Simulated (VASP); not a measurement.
Set up this calculation in VASP 6.6.1, as the native input.

```yaml
Task: relaxation of cell and atoms
Functional: PBE
Potentials_or_basis: VASP PAW PBE potentials, release 64 (Mg, O)
Cutoff: 600 eV
k_mesh: 4 × 4 × 4
Occupations: gaussian, width 0.1 eV
Spin: no spin polarisation
Dipole_correction: no
Further_INCAR_settings: ALGO = Normal; EDIFF = 1e-07; IBRION = 2; EDIFFG = -0.025; NSW = 80; ISIF = 3
```

The structure of MgO lies in POSCAR:

```
MgO
1.0
    2.2040023238      2.1275120008     -0.0311649033
    2.0171194905     -2.0029589740      4.3212210155
    2.2232857682     -2.0844656387     -4.4650574867
Mg O
4 4
Direct
   -0.0600550737      0.0273643181      0.0039464423
    0.5009708595      0.4754011496      0.0083492796
    0.4796124081      1.0333971004      0.4853855122
    0.0587001010      0.5081009299      0.4975920324
    0.0507062676      0.2210635833      0.7271796979
    0.4885211533      0.7546230394      0.7594194944
    0.5074537916      0.2345270343      0.2765602902
   -0.0259095075      0.7455228451      0.2415672509
```

The input as run:

INCAR

```
SYSTEM = MgO
PREC = Accurate ; ENCUT = 600
EDIFF = 1E-7 ; ISMEAR = 0
SIGMA = 0.1 ; LREAL = .False.
LASPH = .True. ; NELM = 100
ALGO = Normal ; ISIF = 3
LWAVE = .False. ; LCHARG = .False.
GGA = PE ; IBRION = 2
NSW = 80 ; EDIFFG = -0.025
```

KPOINTS

```
regular mesh
0
Gamma
  4 4 4
  0 0 0
```

Potentials or basis: VASP PAW PBE potentials, release 64 (Mg, O).

The run is started by

```console
$ cat potpaw_PBE.64/Mg/POTCAR potpaw_PBE.64/O/POTCAR > POTCAR
$ mpirun -np 1 vasp_std > vasp.out
```

It gave:

```yaml
Relaxed_volume: 9.56 Å³/atom
Relaxed_cell: a = 3.003 Å, b = 5.197 Å, c = 5.198 Å, α = 109.47°, β = 90.01°, γ = 90.01°
Space_group_after_relaxing_to_0.05_Å: Fm-3m (No. 225)
Energy_gained_by_relaxing: 230.5 meV/atom
Ionic_steps: 12
Pressure_after_relaxing: 0.0 GPa
Largest_force_after_relaxing: 0.020 eV/Å
Band_gap_on_the_k_mesh: 4.50 eV, direct
```

Caveat: the k points lie up to 0.52 Å⁻¹ apart in the final cell.

It took 8.4 min on 1 thread of Intel(R) Xeon(R) Platinum 8259CL CPU @ 2.50GHz (Skylake/Cascade Lake), on a shared host, peak memory 0.26 GiB.
